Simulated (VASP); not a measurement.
# C (P6_3/mmc) in VASP: notebook

C is run at these levels: PBEsol; tasks: single point, relaxation of cell and atoms.

All numbers are computed with VASP 6.6.1; they aren't measurements. Logs are shortened: lines on timing, memory, paths and dates and some standing lists are left out, and cuts for length are marked.

## (1) The cell of the first run

Symmetry: P6_3/mmc, No. 194, hexagonal system. Conventional cell: a = 2.459 Å, b = 2.459 Å, c = 7.307 Å, α = 90.00°, β = 90.00°, γ = 120.00°. C (site symmetry -6m2) has 3 C at 1.42 Å within 1.9 Å. C (site symmetry -6m2) has 3 C at 1.42 Å within 1.9 Å.

## (2) Single point, PBEsol

Input file INCAR:

```
PREC = Accurate
ENCUT = 520
EDIFF = 1E-6
ISMEAR = 0
SIGMA = 0.1
LREAL = F
LASPH = T
NELM = 100
ALGO = Normal
ISIF = 2
LWAVE = F
LCHARG = F
GGA = PS
NBANDS = 16
```

Input file KPOINTS:

```
Automatic mesh
0
Gamma
  21 21 6
```

Input file POSCAR:

```
C
1.0
    2.4588786538      0.0000000000      0.0000000000
   -1.2294393269      2.1294513790      0.0000000000
    0.0000000000      0.0000000000      7.3069986673
C
4
Direct
    0.0000000000      0.0000000000      0.2500000000
    0.0000000000      0.0000000000      0.7500000000
    0.3333333333      0.6666666667      0.2500000000
    0.6666666667      0.3333333333      0.7500000000
```

Potentials or basis: VASP PAW PBE potentials, release 64 (C).

Command:

```sh
cat potpaw_PBE.64/C/POTCAR > POTCAR
mpirun -np 1 vasp_std > vasp.out
```

OUTCAR:

```text
PREC = Accurate
   ENCUT = 520
   EDIFF = 1E-6
   ISMEAR = 0
   LREAL = F
   LASPH = T
   NELM = 100
   ISIF = 2
   GGA = PS

 ion  position               nearest neighbor table
   1  0.000  0.000  0.250-   3 1.42   3 1.42   3 1.42
   2  0.000  0.000  0.750-   4 1.42   4 1.42   4 1.42
   3  0.333  0.667  0.250-   1 1.42   1 1.42   1 1.42
   4  0.667  0.333  0.750-   2 1.42   2 1.42   2 1.42

  LATTYP: Found a hexagonal cell.
 ALAT       =     2.4588786538
 C/A-ratio  =     2.9716792474

  Lattice vectors:

 A1 = (   2.4588786538,   0.0000000000,   0.0000000000)
 A2 = (  -1.2294393269,   2.1294513790,   0.0000000000)
 A3 = (   0.0000000000,   0.0000000000,   7.3069986673)

Analysis of symmetry for initial positions (statically):
=====================================================================
 Subroutine PRICEL returns:
 Original cell was already a primitive cell.

 Routine SETGRP: Setting up the symmetry group for a
 hexagonal supercell.

 Subroutine GETGRP returns: Found 24 space group operations
 (whereof 12 operations were pure point group operations)
 out of a pool of 24 trial point group operations.

The static configuration has the point symmetry D_3d.
 The point group associated with its full space group is D_6h.

Analysis of symmetry for dynamics (positions and initial velocities):
=====================================================================
 Subroutine PRICEL returns:
 Original cell was already a primitive cell.

 Routine SETGRP: Setting up the symmetry group for a
 hexagonal supercell.

 Subroutine GETGRP returns: Found 24 space group operations
 (whereof 12 operations were pure point group operations)
 out of a pool of 24 trial point group operations.

The dynamic configuration has the point symmetry D_3d.
 The point group associated with its full space group is D_6h.

 Subroutine INISYM returns: Found 24 space group operations
 (whereof 12 operations are pure point group operations),
 and found     1 'primitive' translations

----------------------------------------------------------------------------------------

                                     Primitive cell

  volume of cell :      38.2599

  direct lattice vectors                    reciprocal lattice vectors
     2.458878654  0.000000000  0.000000000     0.406689447  0.234802262  0.000000000
    -1.229439327  2.129451379  0.000000000     0.000000000  0.469604523  0.000000000
     0.000000000  0.000000000  7.306998667     0.000000000  0.000000000  0.136855095

[... 90 lines left out ...]
   NSW    =      0    number of steps for IOM
   IBRION =     -1    ionic relax: 0-MD 1-quasi-New 2-CG
   NFREE  =      0    steps in history (QN), initial steepest desc. (CG)
   ISIF   =      2    stress and relaxation
   ISYM   =      2    0-nonsym 1-usesym 2-fastsym
   POTIM  = 0.5000    time-step for ionic-motion
   TEBEG  =    0.0;   TEEND  =   0.0 temperature during run
   PSTRESS=    0.0 pullay stress
   NELECT =      16.0000    total number of electrons
   NUPDOWN=      -1.0000    fix difference up-down
   EMIN   =  10.00;   EMAX   =-10.00  energy-range for DOS
   EFERMI =   0.00;   METHOD = LEGACY
   ISMEAR =     0;   SIGMA  =   0.10  broadening in eV -4-tet -1-fermi 0-gaus
   EFERMI_NEDOS =   21; number of points for ismear=-14 and -15
   IALGO  =     38    algorithm
   IMIX   =      4    mixing-type and parameters
     AMIX     =   0.40;   BMIX     =  1.00
     AMIX_MAG =   1.60;   BMIX_MAG =  1.00
  volume/ion in A,a.u.               =       9.56        64.55
  Fermi-wavevector in a.u.,A,eV,Ry     =   1.224241  2.313480 20.391945  1.498766
  Thomas-Fermi vector in A             =   2.359323
   LORBIT       =      0    0 simple, 1 ext, 2 COOP (PROOUT), +10 PAW based schemes
   GGA     = PS    functional components
   LHFCALC =     F    Hartree Fock is set to
   AEXX    =    0.0000 exact exchange contribution
   IVDW    =     0    specifies the selected vdW correction
   LEPSILON=     F    determine dielectric tensor
   LRPA    =     F    only Hartree local field effects (RPA)
 non-spin polarized calculation
 Gauss-broadening in eV      SIGMA  =   0.10
  energy-cutoff  :      520.00
  volume of cell :       38.26
 maximum number of plane-waves:      1054
   NGX =  9   NGY =  9   NGZ = 27

 number of electron      15.9999994 magnetization

 Free energy of the ion-electron system (eV)
  ---------------------------------------------------
  ext. energy  EPLUGINS =         0.00000000
  ---------------------------------------------------
  free energy    TOTEN  =       -38.58022715 eV

  energy without entropy =      -38.57962825  energy(sigma->0) =      -38.57992770

 E-fermi :   3.9285     XC(G=0):  -9.9581

 val. band max:        3.9263880791   @ k =   0.3333   0.3333   0.5000
 cond. band min:       3.9319796767   @ k =   0.3333   0.3333   0.3333
 fundamental gap:      0.0055915976
 Fermi energy:         3.9285201415

 k-point     1 :       0.0000    0.0000    0.0000
  band No.  band energies     occupation
      1     -15.6845      2.00000
      2     -15.5303      2.00000
      3      -4.3769      2.00000
      4      -3.1021      2.00000
      5       0.9394      2.00000
      6       0.9394      2.00000
[... 433 lines left out ...]
      3      -3.2191      2.00000
      4      -3.1824      2.00000
      5      -2.5616      2.00000
      6      -1.5840      2.00000
[... 8 lines left out ...]
     15      15.9579      0.00000
     16      16.0888      0.00000

 [... further k-points ...]

------------------------ aborting loop because EDIFF is reached ----------------------------------------

  FORCE on cell =-STRESS in cart. coord.  units (eV):
  Direction    XX          YY          ZZ          XY          YZ          ZX
  --------------------------------------------------------------------------------------
  -------------------------------------------------------------------------------------
  Total        0.2310680      0.2310680     -0.0262399      0.0000000      0.0000000      0.0000000
  in kB        9.6762370      9.6762370     -1.0988240      0.0000000      0.0000000      0.0000000
  external PRESSURE =       6.0845500 kB  Pullay stress =       0.0000000 kB

 VOLUME and BASIS-vectors are now :
 -----------------------------------------------------------------------------
  energy-cutoff  :      520.00
  volume of cell :       38.26
      direct lattice vectors                 reciprocal lattice vectors
     2.458878654  0.000000000  0.000000000     0.406689447  0.234802262  0.000000000
    -1.229439327  2.129451379  0.000000000     0.000000000  0.469604523  0.000000000
     0.000000000  0.000000000  7.306998667     0.000000000  0.000000000  0.136855095

 POSITION                                       TOTAL-FORCE (eV/Angst)
 -----------------------------------------------------------------------------------
      0.00000      0.00000      1.82675         0.000000      0.000000      0.000000
      0.00000      0.00000      5.48025        -0.000000     -0.000000      0.000000
     -0.00000      1.41963      1.82675        -0.000000      0.000000      0.000000
      1.22944      0.70982      5.48025         0.000000     -0.000000     -0.000000
 -----------------------------------------------------------------------------------
    total drift:                                0.000000     -0.000000      0.000000

  FREE ENERGIE OF THE ION-ELECTRON SYSTEM (eV)
  ---------------------------------------------------
  free  energy   TOTEN  =       -38.5802271509 eV

  energy  without entropy=      -38.5796282542  energy(sigma->0) =      -38.57992770
```

OSZICAR:

```text
N       E                     dE             d eps       ncg     rms          rms(c)
DAV:   1     0.358952790132E+02    0.35895E+02   -0.78532E+03  6168   0.916E+02
DAV:   2    -0.380248177470E+02   -0.73920E+02   -0.67052E+02  8672   0.190E+02
DAV:   3    -0.409984069541E+02   -0.29736E+01   -0.29567E+01  8168   0.361E+01
DAV:   4    -0.410249824444E+02   -0.26575E-01   -0.26566E-01  7688   0.409E+00
DAV:   5    -0.410254305754E+02   -0.44813E-03   -0.44811E-03  8064   0.500E-01    0.908E+00
DAV:   6    -0.391717869306E+02    0.18536E+01   -0.12689E+00  7344   0.696E+00    0.527E+00
DAV:   7    -0.385735838813E+02    0.59820E+00   -0.15523E+00  7576   0.781E+00    0.136E+00
DAV:   8    -0.385811878401E+02   -0.76040E-02   -0.70727E-02  7296   0.158E+00    0.263E-01
DAV:   9    -0.385799903751E+02    0.11975E-02   -0.18616E-03  7760   0.293E-01    0.104E-01
DAV:  10    -0.385802244278E+02   -0.23405E-03   -0.81373E-04  6712   0.168E-01    0.706E-02
DAV:  11    -0.385802251368E+02   -0.70899E-06   -0.30885E-05  7880   0.368E-02    0.106E-02
DAV:  12    -0.385802269024E+02   -0.17656E-05   -0.16455E-06  7096   0.863E-03    0.294E-03
DAV:  13    -0.385802271509E+02   -0.24857E-06   -0.25183E-07  5944   0.378E-03
   1 F= -.38580227E+02 E0= -.38579928E+02  d E =-.598897E-03
```

Wall time 93 s (1 thread of Intel Xeon Platinum 8375C at 2.90GHz (Ice Lake), shared host); peak memory 0.2 GiB.

Results:

```yaml
Free_energy: -38.5802 eV
Pressure: 0.6 GPa
Band_gap_on_the_k_mesh: zero (band 8 reaches 3.93 eV, above the bottom of band 9 at 3.92 eV)
```

Stress tensor (GPa, compression positive):
```
 0.97  0.00  0.00
 0.00  0.97  0.00
 0.00  0.00 -0.11
```

Levels at points of the mesh, in eV from the Fermi level:
| k point | band 4 | band 5 | band 6 | band 7 | band 8 | band 9 | band 10 | band 11 | band 12 | band 13 |
| --- | --- | --- | --- | --- | --- | --- | --- | --- | --- | --- |
| (0.00, 0.00, 0.00) | -7.03 | -2.99 | -2.99 | -2.98 | -2.98 | 3.48 | 8.35 | 8.35 | 8.37 | 8.37 |
| (0.00, 0.00, 0.50) | -7.72 | -2.99 | -2.99 | -2.99 | -2.99 | 5.53 | 5.53 | 8.36 | 8.36 | 8.36 |

Caveat: the PAW data sets were made with another functional, which shifts forces and pressure a little; this functional lacks dispersion, which binds the layers, so the pressure and a relaxed spacing across them are unreliable.

## (3) Relaxation of cell and atoms, PBEsol

This run uses another cell than the first one, of 10.28 Å³/atom, 1.075 times its volume.

Input file INCAR:

```
SYSTEM = C
ALGO = Normal ; EDIFF = 1E-6
EDIFFG = -0.005 ; ENCUT = 600
GGA = PS ; IBRION = 2
ISIF = 3 ; ISMEAR = 0
LASPH = .True. ; LCHARG = .False.
LREAL = .False. ; LWAVE = .False.
NELM = 100 ; NSW = 100
PREC = Accurate ; SIGMA = 0.1
```

Input file KPOINTS:

```
k-points
0
Gamma
  21 21 6
  0 0 0
```

Input file POSCAR:

```
C
1.0
    2.4672912616      0.0000000000      0.0000000000
   -1.2336456308      2.1367369111      0.0000000000
    0.0000000000      0.0000000000      7.8030730000
C
4
Direct
    0.0000000000      0.0000000000      0.2500000000
    0.0000000000      0.0000000000      0.7500000000
    0.3333333300      0.6666666700      0.2500000000
    0.6666666700      0.3333333300      0.7500000000
```

Potentials or basis: VASP PAW PBE potentials, release 64 (C).

Command:

```sh
cat potpaw_PBE.64/C/POTCAR > POTCAR
mpirun -np 1 vasp_std > vasp.out
```

OUTCAR:

```text
SYSTEM = C
   EDIFF = 1E-6
   EDIFFG = -0.005
   ENCUT = 600
   GGA = PS
   IBRION = 2
   ISIF = 3
   ISMEAR = 0
   LASPH = .True.
   LREAL = .False.
   NELM = 100
   NSW = 100
   PREC = Accurate

 ion  position               nearest neighbor table
   1  0.000  0.000  0.250-   3 1.42   3 1.42   3 1.42
   2  0.000  0.000  0.750-   4 1.42   4 1.42   4 1.42
   3  0.333  0.667  0.250-   1 1.42   1 1.42   1 1.42
   4  0.667  0.333  0.750-   2 1.42   2 1.42   2 1.42

  LATTYP: Found a hexagonal cell.
 ALAT       =     2.4672912616
 C/A-ratio  =     3.1626071561

  Lattice vectors:

 A1 = (   2.4672912616,   0.0000000000,   0.0000000000)
 A2 = (  -1.2336456308,   2.1367369111,   0.0000000000)
 A3 = (   0.0000000000,   0.0000000000,   7.8030730000)

Analysis of symmetry for initial positions (statically):
=====================================================================
 Subroutine PRICEL returns:
 Original cell was already a primitive cell.

 Routine SETGRP: Setting up the symmetry group for a
 hexagonal supercell.

 Subroutine GETGRP returns: Found 24 space group operations
 (whereof 12 operations were pure point group operations)
 out of a pool of 24 trial point group operations.

The static configuration has the point symmetry D_3d.
 The point group associated with its full space group is D_6h.

Analysis of symmetry for dynamics (positions and initial velocities):
=====================================================================
 Subroutine PRICEL returns:
 Original cell was already a primitive cell.

 Routine SETGRP: Setting up the symmetry group for a
 hexagonal supercell.

 Subroutine GETGRP returns: Found 24 space group operations
 (whereof 12 operations were pure point group operations)
 out of a pool of 24 trial point group operations.

The dynamic configuration has the point symmetry D_3d.
 The point group associated with its full space group is D_6h.

 Subroutine INISYM returns: Found 24 space group operations
[... 121 lines left out ...]
     AMIX_MAG =   1.60;   BMIX_MAG =  1.00
  volume/ion in A,a.u.               =      10.28        69.40
  Fermi-wavevector in a.u.,A,eV,Ry     =   1.195003  2.258229 19.429568  1.428033
  Thomas-Fermi vector in A             =   2.330979
   LORBIT       =      0    0 simple, 1 ext, 2 COOP (PROOUT), +10 PAW based schemes
   GGA     = PS    functional components
   LHFCALC =     F    Hartree Fock is set to
   AEXX    =    0.0000 exact exchange contribution
   IVDW    =     0    specifies the selected vdW correction
   LEPSILON=     F    determine dielectric tensor
   LRPA    =     F    only Hartree local field effects (RPA)
 conjugate gradient relaxation of ions
 non-spin polarized calculation
 Gauss-broadening in eV      SIGMA  =   0.10
  energy-cutoff  :      600.00
  volume of cell :       41.14
 maximum number of plane-waves:      1407
 NGX is ok and might be reduce to    20
   NGX =  9   NGY =  9   NGZ = 31

--------------------------------------- Ionic step        1  -------------------------------------------

 number of electron      16.0000001 magnetization

 Free energy of the ion-electron system (eV)
  ---------------------------------------------------
  ext. energy  EPLUGINS =         0.00000000
  ---------------------------------------------------
  free energy    TOTEN  =       -38.58479401 eV

  energy without entropy =      -38.58416413  energy(sigma->0) =      -38.58447907

------------------------ aborting loop because EDIFF is reached ----------------------------------------

  FORCE on cell =-STRESS in cart. coord.  units (eV):
  Direction    XX          YY          ZZ          XY          YZ          ZX
  --------------------------------------------------------------------------------------
  -------------------------------------------------------------------------------------
  Total       -0.8141650     -0.8141650     -0.1349687     -0.0000000     -0.0000000      0.0000000
  in kB      -31.7092414    -31.7092414     -5.2566182     -0.0000000     -0.0000000      0.0000000
  external PRESSURE =     -22.8917003 kB  Pullay stress =       0.0000000 kB
[... 824 lines left out ...]
      1     -14.1575      2.00000
      2     -14.0151      2.00000
      3      -3.2011      2.00000
      4      -3.1630      2.00000
      5      -2.5488      2.00000
      6      -1.5650      2.00000
      7      -1.5420      2.00000
      8      -1.3461      2.00000
      9       9.3458      0.00000
     10      11.1464      0.00000
     11      11.4480      0.00000
     12      12.8462      0.00000

 [... further k-points ...]

[... ionic steps 4 to 13 ...]

--------------------------------------- Ionic step       14  -------------------------------------------

 number of electron      16.0000000 magnetization

------------------------ aborting loop because EDIFF is reached ----------------------------------------
[... 71 lines left out ...]
--------------------------------------- Ionic step       16  -------------------------------------------

 number of electron      16.0000000 magnetization

 Free energy of the ion-electron system (eV)
  ---------------------------------------------------
  ext. energy  EPLUGINS =         0.00000000
  ---------------------------------------------------
  free energy    TOTEN  =       -38.59693825 eV

  energy without entropy =      -38.59634358  energy(sigma->0) =      -38.59664092

 E-fermi :   4.2190     XC(G=0): -10.2181

 val. band max:        4.2163894401   @ k =   0.3333   0.3333   0.5000
 cond. band min:       4.2244514413   @ k =   0.3333   0.3333   0.3333
 fundamental gap:      0.0080620012
 Fermi energy:         4.2189912452
[... 391 lines left out ...]
  FREE ENERGIE OF THE ION-ELECTRON SYSTEM (eV)
  ---------------------------------------------------
  free  energy   TOTEN  =       -38.5969382500 eV

  energy  without entropy=      -38.5963435800  energy(sigma->0) =      -38.59664092

 reached required accuracy - stopping structural energy minimisation
```

Run time: 9.2 min. Hardware: 1 thread of Intel Xeon Platinum 8375C at 2.90GHz (Ice Lake), shared host; peak memory 0.23 GiB.

Results:

```yaml
Free_energy: -38.5969 eV
Relaxed_volume: 9.23 Å³/atom
Relaxed_cell: a = 2.460 Å, b = 2.460 Å, c = 7.043 Å, α = 90.00°, β = 90.00°, γ = 120.00°
Space_group_after_relaxing_to_0.05_Å: P6_3/mmc (No. 194)
Energy_gained_by_relaxing: 3.0 meV/atom
Ionic_steps: 16
Pressure_after_relaxing: 0.0 GPa
Band_gap_on_the_k_mesh: zero (band 8 reaches 4.22 eV, above the bottom of band 9 at 4.21 eV)
```

The path:
```csv
step,energy change (eV),largest force (eV/Å),pressure (GPa),volume (Å³)
1,0.0000,0.0000,-2.29,41.14
2,0.0106,0.0000,4.93,40.27
3,-0.0025,0.0000,-0.17,40.87
4,-0.0025,0.0000,-0.12,40.87
5,-0.0027,0.0000,-0.08,40.81
6,-0.0033,0.0000,-0.12,40.63
7,-0.0045,0.0000,-0.11,40.28
8,-0.0068,0.0000,-0.08,39.57
9,-0.0107,0.0000,-0.02,38.16
10,-0.0079,0.0000,0.37,35.34
11,-0.0119,0.0000,0.01,37.40
12,-0.0117,0.0000,0.17,36.38
13,-0.0121,0.0000,0.07,36.97
14,-0.0121,0.0000,0.11,36.90
15,-0.0072,0.0000,-3.31,37.19
16,-0.0121,0.0000,0.01,36.90
```

Final structure:
```cif
data_structure
_symmetry_space_group_name_H-M 'P 1'
_symmetry_Int_Tables_number 1
_cell_length_a 2.4596
_cell_length_b 2.4596
_cell_length_c 7.0434
_cell_angle_alpha 90.000
_cell_angle_beta 90.000
_cell_angle_gamma 120.000
_cell_volume 36.90
loop_
_atom_site_label
_atom_site_type_symbol
_atom_site_fract_x
_atom_site_fract_y
_atom_site_fract_z
_atom_site_occupancy
C1 C 0.00000 0.00000 0.25000 1
C2 C 0.00000 0.00000 0.75000 1
C3 C 0.33333 0.66667 0.25000 1
C4 C 0.66667 0.33333 0.75000 1
```

Caveat: the PAW data sets were made with another functional, which shifts forces and pressure a little; this functional lacks dispersion, which binds the layers, so the pressure and a relaxed spacing across them are unreliable.
